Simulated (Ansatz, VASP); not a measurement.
# MoS2 in VASP and in Ansatz

INCAR

```
SYSTEM = MoS2
PREC = Accurate
ENCUT = 520
EDIFF = 1E-6
ISMEAR = -1
SIGMA = 0.05
LREAL = .FALSE.
LASPH = .TRUE.
NELM = 60
ALGO = Normal
ISIF = 2
LWAVE = .FALSE.
LCHARG = .TRUE.
GGA = PE
LELF = .TRUE.
LVHAR = .TRUE.
NBANDS = 35
```

File KPOINTS:

```
regular mesh
0
G
  10 10 3
  0 0 0
```

Contents of POSCAR:

```
MoS2
1.0
    3.2025984155      0.0000000000      0.0000000000
   -1.6012992077      2.7735315882      0.0000000000
    0.0000000000      0.0000000000     12.4567945660
Mo S
2 4
Direct
    0.3333333333      0.6666666667      0.2500000000
    0.6666666667      0.3333333333      0.7500000000
    0.3333333333      0.6666666667      0.6275000000
    0.6666666667      0.3333333333      0.1275000000
    0.3333333333      0.6666666667      0.8725000000
    0.6666666667      0.3333333333      0.3725000000
```

The input input.yaml:

```yaml
crystal:
  lattice:
    - [3.2025984155, 0.0, 0.0]
    - [-1.6012992077, 2.7735315882, 0.0]
    - [0.0, 0.0, 12.456794566]
  atoms:
    - { symbol: Mo, position: [0.3333333333, 0.6666666667, 0.25] }
    - { symbol: Mo, position: [0.6666666667, 0.3333333333, 0.75] }
    - { symbol: S, position: [0.3333333333, 0.6666666667, 0.6275] }
    - { symbol: S, position: [0.6666666667, 0.3333333333, 0.1275] }
    - { symbol: S, position: [0.3333333333, 0.6666666667, 0.8725] }
    - { symbol: S, position: [0.6666666667, 0.3333333333, 0.3725] }
kpoints:
  mp_grid: { grid: [10, 10, 3] }
scf:
  occupations: { method: fermi_dirac, width: 0.05 }
hamiltonian:
  xc: pbe
  pseudopotentials: { kind: all_electron, lapw: { basis_error: 0.001 } }
output:
  forces: true
  stress: true
  eigenvalues: true
```

Change from the starting cell: volume scaled by 1.04.

Alike in both runs: task single point; functional PBE; k mesh 10 × 10 × 3; occupations fermi-dirac, width 0.05 eV; no spin polarisation.

|  | VASP | Ansatz |
| --- | --- | --- |
| version | VASP 6.6.1 | Ansatz 0.2.0 |
| potentials or method | VASP PAW PBE potentials, release 64 (Mo_sv, S), cutoff 520 eV | all-electron LAPW, scalar-relativistic |

VASP gave:

```
gap on the k mesh at the Fermi level (eV)                     : 0.87
least direct gap on the mesh (eV)                             : 1.78
pressure (GPa)                                                : 2.4
traceless stress, the component that is largest in VASP (GPa) : 3.82
rms of the force components (eV/Å)                            : 0.237
```

Q: What did Ansatz give for the same quantities?

A: gap on the k mesh at the Fermi level (eV): 0.86; least direct gap on the mesh (eV): 1.78; pressure (GPa): 2.6; traceless stress, the component that is largest in VASP (GPa): 3.86; rms of the force components (eV/Å): 0.244.

Atom by atom the forces differ by 0.007 eV/Å (rms over components). Ansatz ran all-electron here, and VASP with PAW potentials.
